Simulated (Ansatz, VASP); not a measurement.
# TiO2: VASP beside Ansatz

INCAR

```
PREC = Accurate
ENCUT = 520
EDIFF = 1E-7
ISMEAR = 0
SIGMA = 0.05
LREAL = F
LASPH = T
NELM = 100
ALGO = Normal
ISIF = 2
LWAVE = F
LCHARG = F
GGA = PE
NBANDS = 33
```

The input KPOINTS:

```
Automatic mesh
0
Gamma
  6 6 10
```

The input POSCAR:

```
TiO2
1.0
    4.9684000000      0.0000000000      0.0000000000
    0.0000000000      4.9684000000      0.0000000000
    0.0000000000      0.0000000000      3.0429000000
Ti O
2 4
Direct
    0.0000000000      0.0000000000      0.0000000000
    0.5000000000      0.5000000000      0.5000000000
    0.3050970583      0.3050970583      0.0000000000
    0.1949029417      0.8050970583      0.5000000000
    0.6949029417      0.6949029417      0.0000000000
    0.8050970583      0.1949029417      0.5000000000
```

Input for Ansatz:

```yaml
crystal:
  lattice:
    - [4.9684, 0.0, 0.0]
    - [0.0, 4.9684, 0.0]
    - [0.0, 0.0, 3.0429]
  atoms:
    - { symbol: Ti, position: [0.0, 0.0, 0.0] }
    - { symbol: Ti, position: [0.5, 0.5, 0.5] }
    - { symbol: O, position: [0.3050970583, 0.3050970583, 0.0] }
    - { symbol: O, position: [0.1949029417, 0.8050970583, 0.5] }
    - { symbol: O, position: [0.6949029417, 0.6949029417, 0.0] }
    - { symbol: O, position: [0.8050970583, 0.1949029417, 0.5] }
basis:
  ecutwfc: 520.0
kpoints:
  mp_grid: { grid: [6, 6, 10] }
hamiltonian:
  xc: pbe
  pseudopotentials: { kind: paw, azcp: { folder: soft_1 } }
scf:
  occupations: { method: gaussian, width: 0.05 }
output:
  forces: true
  stress: true
  eigenvalues: true
  write_density: true
  write_potential: true
  elf: true
  volumetric_format: npy
```

Alike in both runs: task single point; functional PBE; k mesh 6 × 6 × 10; occupations gaussian, width 0.05 eV; no spin polarisation.

|  | VASP | Ansatz |
| --- | --- | --- |
| version | VASP 6.6.1 | Ansatz 0.2.0 |
| potentials or method | VASP PAW PBE potentials, release 64 (Ti_sv, O), cutoff 520 eV | scalar-relativistic, plane waves, PAW |
| valence electrons in the cell | 48 | 48 |

Ansatz gave:

```
gap on the k mesh at the Fermi level (eV)                     : 1.55
least direct gap on the mesh (eV)                             : 1.56
pressure (GPa)                                                : -24.7
traceless stress, the component that is largest in VASP (GPa) : 0.19
rms of the force components (eV/Å)                            : 0.435
```

**Question.** What did VASP give for the same quantities?

**Answer.** gap on the k mesh at the Fermi level (eV): 1.53; least direct gap on the mesh (eV): 1.54; pressure (GPa): -24.2; traceless stress, the component that is largest in VASP (GPa): 0.40; rms of the force components (eV/Å): 0.419.

Atom by atom the forces differ by 0.015 eV/Å (rms over components).
